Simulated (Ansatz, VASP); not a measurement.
**SrO: VASP beside Ansatz**

```
Sr O
1.0
     4.89300    0.00000    0.00000
     0.00000    4.89300    0.00000
     0.00000    0.00000   30.41690
Sr O
2 2
Cartesian
  0.0000 0.0000 9.0000
  2.4465 2.4465 9.0000
  2.4465 0.0000 9.2770
  0.0000 2.4465 8.7230
```

Change from the starting cell: species swapped into a sheet of the AgI type.

Alike in both runs: functional PBE; k mesh 6 × 6 × 1; occupations gaussian, width 0.02 eV; no spin polarisation.

Ansatz relaxed the structure, and its values are those at the end. VASP's run is a single point on that final structure, the one shown.

```csv
,VASP,Ansatz
version,VASP 6.6.1,Ansatz 0.2.0
potentials or method,"VASP PAW PBE potentials, release 64 (Sr_sv, O), cutoff 520 eV","scalar-relativistic, plane waves, PAW"
valence electrons in the cell,32,32
```

VASP gave:

```
gap on the k mesh at the Fermi level (eV) : 1.95
least direct gap on the mesh (eV)         : 1.95
rms of the force components (eV/Å)        : 0.012
```

Problem. Which values does Ansatz return?

Solution. gap on the k mesh at the Fermi level (eV): 1.98; least direct gap on the mesh (eV): 1.98; rms of the force components (eV/Å): 0.000.

Ansatz's warnings: xc potential rough in thin density.
